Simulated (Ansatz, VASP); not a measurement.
# Two plane-wave programs on HfZr2S6

```
Zr Hf S
1.0
     6.36372    0.00000    0.00000
    -3.18186    5.51115    0.00000
     0.00000    0.00000    6.77641
Zr Hf S
2 1 6
Direct
  0.66667 0.33333 0.00000
  0.33333 0.66667 0.00000
  0.00000 0.00000 0.00000
  0.33102 0.33102 0.78636
  0.00000 0.66898 0.78636
  0.66898 0.00000 0.78636
  0.00000 0.33102 0.21364
  0.66898 0.66898 0.21364
  0.33102 0.00000 0.21364
```

Alike in both runs: functional PBE; k mesh 6 × 6 × 4; occupations gaussian, width 0.02 eV; no spin polarisation.

Ansatz relaxed the structure, and its values are those at the end. VASP's run is a single point on that final structure, the one shown.

|  | VASP | Ansatz |
| --- | --- | --- |
| version | VASP 6.6.1 | Ansatz 0.2.0 |
| potentials or method | VASP PAW PBE potentials, release 64 (Zr_sv, Hf_pv, S), cutoff 520 eV | scalar-relativistic, plane waves, PAW |
| valence electrons in the cell | 70 | 86 |

```csv
,VASP,Ansatz,Ansatz less VASP
gap on the k mesh at the Fermi level (eV),1.16,1.16,-0.003
least direct gap on the mesh (eV),1.68,1.67,0.000
pressure (GPa),-0.2,0.0,+0.18
rms of the force components (eV/Å),0.019,0.000,-0.0184
```

The functional is the same, so the differences come from potentials, cutoffs and numerics. VASP's potentials hold 70 valence electrons a cell and Ansatz's 86, so a difference there can come from the potentials and not from the codes.

Spin-orbit coupling is off throughout.
